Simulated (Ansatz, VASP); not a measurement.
**One calculation of WS2, two programs**

INCAR

```
SYSTEM = WS2
ALGO = Normal
DIPOL = 0.5 0.5 0.398
EDIFF = 1E-6
ENCUT = 520
GGA = PE
IDIPOL = 3
ISIF = 2
ISMEAR = 0
IVDW = 12
LASPH = .TRUE.
LCHARG = .TRUE.
LDIPOL = .TRUE.
LELF = .TRUE.
LREAL = .FALSE.
LVACPOTAV = .TRUE.
LVHAR = .TRUE.
LWAVE = .FALSE.
NBANDS = 35
NELM = 60
PREC = Accurate
SIGMA = 0.05
```

KPOINTS

```
k-points
0
G
  9 9 1
  0 0 0
```

Contents of POSCAR:

```
WS2
1.0
    3.1595456883      0.0000000000      0.0000000000
   -1.5797728441      2.7362468304      0.0000000000
    0.0000000000      0.0000000000     23.8042572081
S W
4 2
Direct
    0.3333333333      0.6666666667      0.1890418155
    0.3333333333      0.6666666667      0.3214605076
    0.5000000000      1.0000000000      0.4743743317
    0.5000000000      1.0000000000      0.6067930237
    0.6666666667      0.3333333333      0.2552511585
    0.1666666667      1.3333333333      0.5405836746
```

Input for Ansatz:

```yaml
crystal:
  lattice:
    - [3.1595456883, 0.0, 0.0]
    - [-1.5797728441, 2.7362468304, 0.0]
    - [0.0, 0.0, 23.8042572081]
  atoms:
    - { symbol: S, position: [0.3333333333, 0.6666666667, 0.1890418155] }
    - { symbol: W, position: [0.6666666667, 0.3333333333, 0.2552511585] }
    - { symbol: S, position: [0.3333333333, 0.6666666667, 0.3214605076] }
    - { symbol: S, position: [0.5, 1.0, 0.4743743317] }
    - { symbol: W, position: [0.1666666667, 1.3333333333, 0.5405836746] }
    - { symbol: S, position: [0.5, 1.0, 0.6067930237] }
basis:
  ecutwfc: 420
kpoints:
  mp_grid: { grid: [9, 9, 1] }
hamiltonian:
  xc: pbe
  pseudopotentials: { kind: paw, azcp: { folder: soft_1 } }
  dispersion: d3bj
scf:
  occupations: { method: gaussian, width: 0.05 }
output:
  forces: true
  eigenvalues: true
efield:
  axis: 3
  dipole_correction: true
  ramp_width: 0.04
```

Alike in both runs: task single point; functional PBE; dispersion D3(BJ); k mesh 9 × 9 × 1; occupations gaussian, width 0.05 eV; no spin polarisation.

|  | VASP | Ansatz |
| --- | --- | --- |
| version | VASP 6.6.1 | Ansatz 0.2.0 |
| potentials or method | VASP PAW PBE potentials, release 64 (S, W_sv), cutoff 520 eV | scalar-relativistic, plane waves, PAW |
| valence electrons in the cell | 52 | 52 |

Ansatz gave:

```
gap on the k mesh at the Fermi level (eV) : 1.79
least direct gap on the mesh (eV)         : 1.91
rms of the force components (eV/Å)        : 0.021
```

Q: Estimate VASP's values.

A: gap on the k mesh at the Fermi level (eV): 1.81; least direct gap on the mesh (eV): 1.91; rms of the force components (eV/Å): 0.022.

Spin-orbit coupling is off throughout.
